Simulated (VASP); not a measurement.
Set up this calculation in VASP 6.6.1, as the native input.

* Task: single point
* Functional: BLYP
* Potentials or basis: VASP PAW PBE potentials, release 64 (Ni)
* Cutoff: 520 eV
* k mesh: 14 × 14 × 14
* Occupations: fermi-dirac, width 0.1 eV
* Spin: no spin polarisation
* Dipole correction: no
* Further INCAR settings: ALGO = Normal; EDIFF = 1e-06; NBANDS = 11

The structure of Ni lies in POSCAR:

```
Ni
1.0
    2.3669362900      0.0000000000      0.0000000000
    0.0000000000      2.3669362900      0.0000000000
    0.0000000000      0.0000000000      2.3669362900
Ni
1
Direct
    0.0000000000      0.0000000000      0.0000000000
```

These files were run (other wordings do the same):

INCAR

```
SYSTEM = Ni
PREC = Accurate
ENCUT = 520
EDIFF = 1E-6
ISMEAR = -1
SIGMA = 0.1
LREAL = .False.
LASPH = .True.
NELM = 80
ALGO = Normal
ISIF = 2
LWAVE = .False.
LCHARG = .True.
GGA = B5
ALDAX = 1.0
AGGAX = 1.0
AGGAC = 1.0
ALDAC = 0.0
LELF = .True.
LVHAR = .True.
NBANDS = 11
```

KPOINTS

```
Automatic mesh
0
Gamma
  14 14 14
  0 0 0
```

Potentials or basis: VASP PAW PBE potentials, release 64 (Ni).

Command:

```bash
$ cat potpaw_PBE.64/Ni/POTCAR > POTCAR
$ mpirun -np 1 vasp_std > vasp.out
```

It gave:

The pressure is 0.1 GPa and the band gap on the k mesh is zero (band 5 reaches 7.98 eV, above the bottom of band 6 at 6.75 eV).

Caveat: the PAW data sets were made with another functional, which shifts forces and pressure a little; the run has no spin polarisation, though such a crystal can be magnetic.

It took 13 s on 1 thread of Intel Xeon 6975P-C, on a shared host, peak memory 0.13 GiB.
